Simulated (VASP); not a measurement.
A run of VASP 6.6.1:

Contents of POSCAR:

```
Ca3Mg
1.0
    0.0000000000      4.1599300000      4.1599300000
    4.1599300000      0.0000000000      4.1599300000
    4.1599300000      4.1599300000      0.0000000000
Ca Mg
3 1
Direct
    0.5000000000      0.5000000000      0.5000000000
    0.2500000000      0.2500000000      0.2500000000
    0.7500000000      0.7500000000      0.7500000000
    0.0000000000      0.0000000000      0.0000000000
```

The input INCAR.step1:

```
SYSTEM = Ca3Mg
  ALGO = Normal
  EDIFF = 1E-4
  ENCUT = 520
  GGA = PE
  ISMEAR = 0
  LASPH = .True.
  LCHARG = .False.
  LREAL = .False.
  LWAVE = .True.
  NBANDS = 24
  NELM = 80
  PREC = Accurate
  SIGMA = 0.05
```

INCAR.step2

```
SYSTEM = Ca3Mg
  ALGO = Normal
  EDIFF = 1E-6
  ENCUT = 520
  ISIF = 2
  ISMEAR = 0
  ISTART = 1
  LASPH = .True.
  LCHARG = .False.
  LMIXTAU = .True.
  LREAL = .False.
  LWAVE = .False.
  METAGGA = R2SCAN
  NBANDS = 24
  NELM = 80
  PREC = Accurate
  SIGMA = 0.05
```

Contents of KPOINTS:

```
k-points
0
Gamma
  5 5 5
  0 0 0
```

Potentials or basis: VASP PAW PBE potentials, release 64 (Ca_sv, Mg).

Run with:

```sh
$ cat potpaw_PBE.64/Ca_sv/POTCAR potpaw_PBE.64/Mg/POTCAR > POTCAR
$ cp INCAR.step1 INCAR
$ mpirun -np 1 vasp_std > vasp.out
$ cp INCAR.step2 INCAR
$ mpirun -np 1 vasp_std > vasp.out
```

Hardware: 1 thread of Intel Xeon 8259CL, with other jobs on the host.

Q: How long does it take, and how much memory?

A: Run time: 4.4 min on 1 thread of Intel Xeon 8259CL (shared host), peak memory 0.37 GiB. Counts: k points 10.
